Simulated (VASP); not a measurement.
# BN (Fddd) in VASP: further runs

Runs on BN. Level: PBE. Tasks: single point, relaxation of cell and atoms.

Program: VASP 6.6.1. These are calculated values, not measurements. Logs are shortened: lines on timing, memory, paths and dates and some standing lists are left out, and cuts for length are marked.

## (1) The cell of the first run

The structure is orthorhombic, space group Fddd (No. 70). The conventional cell has a = 5.015 Å, b = 6.867 Å, c = 7.052 Å, α = 90.00°, β = 90.00°, γ = 90.00°. B (site symmetry 2) has 4 N at 1.52 to 1.61 Å within 2.0 Å. N (site symmetry 2) has 4 B at 1.52 to 1.61 Å within 2.0 Å.

The cell was built from a structure type or drawn by symmetry, and may not be a known phase.

## (2) Single point, PBE

INCAR

```
ALGO     = Normal         # electronic algorithm
EDIFF    = 1E-6           # SCF threshold, eV
ENCUT    = 520            # plane-wave cutoff, eV
GGA      = PE             # functional
ISIF     = 2              # what is computed and relaxed
ISMEAR   = 0              # smearing method
LASPH    = True           # aspherical terms in the spheres
LCHARG   = False          # write CHGCAR
LREAL    = False          # projectors in reciprocal space
LWAVE    = False          # write WAVECAR
NBANDS   = 26             # bands
NELM     = 80             # most SCF steps
PREC     = Accurate       # precision mode
SIGMA    = 0.02           # smearing width, eV
```

KPOINTS

```
k-points
0
Gamma
  6 6 6
```

POSCAR

```
BN
1.0
    0.0000000000      3.4335260118      3.5259981725
    2.5076343044      0.0000000000      3.5259981725
    2.5076343044      3.4335260118      0.0000000000
B N
4 4
Direct
    0.1000610801      0.1000610801      0.3999389199
    0.3999389199      0.3999389199      0.1000610801
    0.1499389199      0.1499389199      0.8500610801
    0.8500610801      0.8500610801      0.1499389199
    0.1774259786      0.8225740214      0.1774259786
    0.8225740214      0.1774259786      0.8225740214
    0.0725740214      0.4274259786      0.0725740214
    0.4274259786      0.0725740214      0.4274259786
```

Potentials or basis: VASP PAW PBE potentials, release 64 (B, N).

Started as:

```bash
$ cat potpaw_PBE.64/B/POTCAR potpaw_PBE.64/N/POTCAR > POTCAR
$ mpirun -np 1 vasp_std > vasp.out
```

OUTCAR:

```text
EDIFF = 1E-6
   ENCUT = 520
   GGA = PE
   ISIF = 2
   ISMEAR = 0
   LASPH = True
   LREAL = False
   NELM = 80
   PREC = Accurate

 ion  position               nearest neighbor table
   1  0.100  0.100  0.400-   5 1.52   6 1.52   7 1.61   8 1.61   2 2.11   3 2.15   3 2.15
   2  0.400  0.400  0.100-   5 1.52   6 1.52   7 1.61   8 1.61   1 2.11   4 2.15   4 2.15
   3  0.150  0.150  0.850-   7 1.52   8 1.52   5 1.61   6 1.61   4 2.11   1 2.15   1 2.15
   4  0.850  0.850  0.150-   7 1.52   8 1.52   5 1.61   6 1.61   3 2.11   2 2.15   2 2.15
   5  0.177  0.823  0.177-   1 1.52   2 1.52   3 1.61   4 1.61
   6  0.823  0.177  0.823-   1 1.52   2 1.52   3 1.61   4 1.61
   7  0.073  0.427  0.073-   3 1.52   4 1.52   1 1.61   2 1.61
   8  0.427  0.073  0.427-   3 1.52   4 1.52   1 1.61   2 1.61

  LATTYP: Found a face centered orthorhombic cell.
 ALAT       =     5.0152686088
 B/A-ratio  =     1.3692291598
 C/A-ratio  =     1.4061054143

  Lattice vectors:

 A1 = (   0.0000000000,   3.4335260118,   3.5259981725)
 A2 = (   2.5076343044,   0.0000000000,   3.5259981725)
 A3 = (   2.5076343044,   3.4335260118,   0.0000000000)

Analysis of symmetry for initial positions (statically):
=====================================================================
 Subroutine PRICEL returns:
 Original cell was already a primitive cell.

 Routine SETGRP: Setting up the symmetry group for a
 face centered orthorhombic supercell.

 Subroutine GETGRP returns: Found  8 space group operations
 (whereof  4 operations were pure point group operations)
 out of a pool of  8 trial point group operations.

The static configuration has the point symmetry D_2 .
 The point group associated with its full space group is D_2h.

Analysis of symmetry for dynamics (positions and initial velocities):
=====================================================================
 Subroutine PRICEL returns:
 Original cell was already a primitive cell.

 Routine SETGRP: Setting up the symmetry group for a
 face centered orthorhombic supercell.

 Subroutine GETGRP returns: Found  8 space group operations
 (whereof  4 operations were pure point group operations)
 out of a pool of  8 trial point group operations.

The dynamic configuration has the point symmetry D_2 .
 The point group associated with its full space group is D_2h.

 Subroutine INISYM returns: Found  8 space group operations
 (whereof  4 operations are pure point group operations),
 and found     1 'primitive' translations

----------------------------------------------------------------------------------------

                                     Primitive cell

  volume of cell :      60.7179

  direct lattice vectors                    reciprocal lattice vectors
     0.000000000  3.433526012  3.525998173    -0.199391115  0.145622896  0.141803817
     2.507634304  0.000000000  3.525998173     0.199391115 -0.145622896  0.141803817
     2.507634304  3.433526012  0.000000000     0.199391115  0.145622896 -0.141803817

  length of vectors
     4.921561133  4.326764717  4.251744428     0.284729990  0.284729990  0.284729990

  position of ions in fractional coordinates (direct lattice)
     0.100061080  0.100061080  0.399938920
     0.399938920  0.399938920  0.100061080
     0.149938920  0.149938920  0.850061080
     0.850061080  0.850061080  0.149938920
     0.177425979  0.822574021  0.177425979
     0.822574021  0.177425979  0.822574021
     0.072574021  0.427425979  0.072574021
     0.427425979  0.072574021  0.427425979

  ion indices of the primitive-cell ions
   primitive index   ion index
                 1           1
                 2           2
                 3           3
                 4           4
                 5           5
                 6           6
                 7           7
                 8           8

----------------------------------------------------------------------------------------

 KPOINTS: k-points

Automatic generation of k-mesh.
 Grid dimensions read from file:
 generate k-points for:    6    6    6

 Generating k-lattice:

  Cartesian coordinates                     Fractional coordinates (reciprocal lattice)
    -0.033231853  0.024270483  0.023633970     0.166666667  0.000000000 -0.000000000
     0.033231853 -0.024270483  0.023633970     0.000000000  0.166666667  0.000000000
     0.033231853  0.024270483 -0.023633970    -0.000000000  0.000000000  0.166666667

  Length of vectors
     0.047454998  0.047454998  0.047454998

  Shift w.r.t. Gamma in fractional coordinates (k-lattice)
     0.000000000  0.000000000  0.000000000

 Subroutine IBZKPT returns following result:
 ===========================================

 Found     46 irreducible k-points:

 Following reciprocal coordinates:
            Coordinates               Weight
  0.000000  0.000000  0.000000      1.000000
  0.166667 -0.000000 -0.000000      8.000000
  0.333333  0.000000  0.000000      8.000000
  0.500000  0.000000  0.000000      4.000000
  0.166667  0.166667  0.000000      2.000000
  0.333333  0.166667  0.000000      8.000000
[... 16 lines left out ...]
 -0.166667  0.166667  0.166667      8.000000
  0.500000  0.333333  0.166667      4.000000
 [... further k-points ...]
   k-points           NKPTS =     46   k-points in BZ     NKDIM =     46   number of bands    NBANDS=     26
   number of dos      NEDOS =    301   number of ions     NIONS =      8
   total plane-waves  NPLWV =  40960
   dimension x,y,z NGX =    40 NGY =   32 NGZ =   32
   dimension x,y,z NGXF=    80 NGYF=   64 NGZF=   64
   ions per type =               4   4
   NGX,Y,Z   is equivalent  to a cutoff of  13.51, 12.30, 12.51 a.u.
   NGXF,Y,Z  is equivalent  to a cutoff of  27.02, 24.59, 25.02 a.u.
 SYSTEM =  unknown system
   PREC   = accura    normal or accurate (medium, high low for compatibility)
   ISTART =      0    job   : 0-new  1-cont  2-samecut
   ICHARG =      2    charge: 1-file 2-atom 10-const
   ISPIN  =      1    spin polarized calculation?
   LNONCOLLINEAR =      F non collinear calculations
   LSORBIT =      F    spin-orbit coupling
   LASPH  =      T    aspherical Exc in radial PAW
   ENCUT  =  520.0 eV  38.22 Ry    6.18 a.u.   9.15  8.04  7.91*2*pi/ulx,y,z
   NELM   =     80;   NELMIN=  2; NELMDL= -5     # of ELM steps
   EDIFF  = 0.1E-05   stopping-criterion for ELM
   LREAL  =      F    real-space projection
   EDIFFG = 0.1E-04   stopping-criterion for IOM
   NSW    =      0    number of steps for IOM
   IBRION =     -1    ionic relax: 0-MD 1-quasi-New 2-CG
   NFREE  =      0    steps in history (QN), initial steepest desc. (CG)
   ISIF   =      2    stress and relaxation
   ISYM   =      2    0-nonsym 1-usesym 2-fastsym
   POTIM  = 0.5000    time-step for ionic-motion
   TEBEG  =    0.0;   TEEND  =   0.0 temperature during run
   PSTRESS=    0.0 pullay stress
   NELECT =      32.0000    total number of electrons
   NUPDOWN=      -1.0000    fix difference up-down
   EMIN   =  10.00;   EMAX   =-10.00  energy-range for DOS
   EFERMI =   0.00;   METHOD = LEGACY
   ISMEAR =     0;   SIGMA  =   0.02  broadening in eV -4-tet -1-fermi 0-gaus
   EFERMI_NEDOS =   21; number of points for ismear=-14 and -15
   IALGO  =     38    algorithm
   IMIX   =      4    mixing-type and parameters
     AMIX     =   0.40;   BMIX     =  1.00
     AMIX_MAG =   1.60;   BMIX_MAG =  1.00
  volume/ion in A,a.u.               =       7.59        51.22
  Fermi-wavevector in a.u.,A,eV,Ry     =   1.322369  2.498915 23.791956  1.748659
  Thomas-Fermi vector in A             =   2.452055
   LORBIT       =      0    0 simple, 1 ext, 2 COOP (PROOUT), +10 PAW based schemes
   GGA     = PE    functional components
   LHFCALC =     F    Hartree Fock is set to
   AEXX    =    0.0000 exact exchange contribution
   IVDW    =     0    specifies the selected vdW correction
   LEPSILON=     F    determine dielectric tensor
   LRPA    =     F    only Hartree local field effects (RPA)
 non-spin polarized calculation
 Gauss-broadening in eV      SIGMA  =   0.02
  energy-cutoff  :      520.00
  volume of cell :       60.72
 maximum number of plane-waves:      1658
 NGX is ok and might be reduce to    40
   NGX = 19   NGY = 17   NGZ = 15

 number of electron      32.0000001 magnetization

 Free energy of the ion-electron system (eV)
  ---------------------------------------------------
  ext. energy  EPLUGINS =         0.00000000
  ---------------------------------------------------
  free energy    TOTEN  =       -66.54660197 eV

  energy without entropy =      -66.54660197  energy(sigma->0) =      -66.54660197

 E-fermi :   4.7100     XC(G=0): -10.9957

 val. band max:        4.6270955648   @ k =   0.0000   0.0000   0.0000
 cond. band min:       9.7506980061   @ k =   0.0000   0.0000   0.0000
 fundamental gap:      5.1236024413
 Fermi energy:         4.7099661587

 k-point     1 :       0.0000    0.0000    0.0000
  band No.  band energies     occupation
      1     -15.1263      2.00000
      2     -11.4539      2.00000
      3     -10.0411      2.00000
      4      -9.0488      2.00000
      5      -5.8489      2.00000
      6      -5.3347      2.00000
[... 18 lines left out ...]
     25      16.8552      0.00000
     26      16.9622      0.00000

 k-point     2 :       0.1667   -0.0000   -0.0000
  band No.  band energies     occupation
      1     -14.9520      2.00000
      2     -11.5890      2.00000
      3     -10.3626      2.00000
      4      -9.3269      2.00000
      5      -5.6550      2.00000
      6      -4.9211      2.00000
[... 18 lines left out ...]
     25      16.0963      0.00000
[... 608 lines left out ...]
     25      15.7602      0.00000
     26      16.4597      0.00000

 k-point    24 :       0.5000    0.3333    0.1667
  band No.  band energies     occupation
      1     -14.1676      2.00000
      2     -12.1349      2.00000
      3     -11.3076      2.00000
      4     -10.3244      2.00000
      5      -3.9233      2.00000
      6      -3.4574      2.00000
[... 18 lines left out ...]
     25      16.4250      0.00000
     26      16.5088      0.00000

 [... further k-points ...]

------------------------ aborting loop because EDIFF is reached ----------------------------------------

  FORCE on cell =-STRESS in cart. coord.  units (eV):
  Direction    XX          YY          ZZ          XY          YZ          ZX
  --------------------------------------------------------------------------------------
  -------------------------------------------------------------------------------------
  Total        0.0227459      0.1091415      0.0686077      0.0000000      0.0000000      0.0000000
  in kB        0.6002005      2.8799430      1.8103669      0.0000000      0.0000000      0.0000000
  external PRESSURE =       1.7635035 kB  Pullay stress =       0.0000000 kB

 VOLUME and BASIS-vectors are now :
 -----------------------------------------------------------------------------
  energy-cutoff  :      520.00
  volume of cell :       60.72
      direct lattice vectors                 reciprocal lattice vectors
     0.000000000  3.433526012  3.525998173    -0.199391115  0.145622896  0.141803817
     2.507634304  0.000000000  3.525998173     0.199391115 -0.145622896  0.141803817
     2.507634304  3.433526012  0.000000000     0.199391115  0.145622896 -0.141803817

 POSITION                                       TOTAL-FORCE (eV/Angst)
 -----------------------------------------------------------------------------------
      1.25382      1.71676      0.70563        -0.000000     -0.000000     -0.018933
      1.25382      1.71676      2.82037        -0.000000     -0.000000      0.018933
      2.50763      3.43353      1.05737         0.000000     -0.000000      0.018933
      2.50763      3.43353      5.99463         0.000000     -0.000000     -0.018933
      2.50763      1.21839      3.52600        -0.000000      0.018940      0.000000
      2.50763      5.64866      3.52600        -0.000000     -0.018940      0.000000
      1.25382      0.49837      1.76300         0.000000     -0.018940     -0.000000
      1.25382      2.93516      1.76300         0.000000      0.018940     -0.000000
 -----------------------------------------------------------------------------------
    total drift:                               -0.000000      0.000000      0.000000

  FREE ENERGIE OF THE ION-ELECTRON SYSTEM (eV)
  ---------------------------------------------------
  free  energy   TOTEN  =       -66.5466019707 eV

  energy  without entropy=      -66.5466019707  energy(sigma->0) =      -66.54660197
```

Wall time 2.3 min (1 thread of Intel Xeon 8259CL, shared host); peak memory 0.21 GiB.

What came out:

- Free energy: -66.5466 eV
- Pressure: 0.2 GPa
- Largest force: 0.019 eV/Å
- Band gap on the k mesh: 5.12 eV

Forces on the atoms (eV/Å):
```
B    0.000  0.000 -0.019
B    0.000  0.000  0.019
B    0.000  0.000  0.019
B    0.000  0.000 -0.019
N    0.000  0.019  0.000
N    0.000 -0.019  0.000
N    0.000 -0.019  0.000
N    0.000  0.019  0.000
```

Stress tensor (GPa, compression positive):
```
0.06 0.00 0.00
0.00 0.29 0.00
0.00 0.00 0.18
```

A k mesh can miss the band edges.

[end of part 1 of 2]
